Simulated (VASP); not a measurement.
Input of a VASP 6.6.1 run:

INCAR

```
PREC = Accurate ; ENCUT = 520
EDIFF = 1E-6 ; ISMEAR = -1
SIGMA = 0.02 ; LREAL = F
LASPH = T ; NELM = 80
ALGO = Normal ; ISIF = 2
LWAVE = F ; LCHARG = F
GGA = PE ; NBANDS = 15
```

Contents of KPOINTS:

```
Automatic mesh
0
Gamma
  6 6 6
```

File POSCAR:

```
BaTe
1.0
    0.0452145516      3.5776013957      3.5776013957
    3.5776013957      0.0452145516      3.5776013957
    3.5776013957      3.5776013957      0.0452145516
Ba Te
1 1
Direct
    0.0000000000      0.0000000000      0.0000000000
    0.5000000000      0.5000000000      0.5000000000
```

Potentials or basis: VASP PAW PBE potentials, release 64 (Ba_sv, Te).

Run with:

```bash
$ cat potpaw_PBE.64/Ba_sv/POTCAR potpaw_PBE.64/Te/POTCAR > POTCAR
$ mpirun -np 1 vasp_std > vasp.out
```

(1) Estimate the pressure.

(2) What does it give for the band gap on the k mesh?

Results:

(1) -0.2 GPa.

(2) 1.59 eV (least direct gap 1.97 eV).

Caveat: the cell differs from its parent crystal (strain along [111] +1.9%); spin-orbit coupling is left out, which moves the levels of the heavy elements.
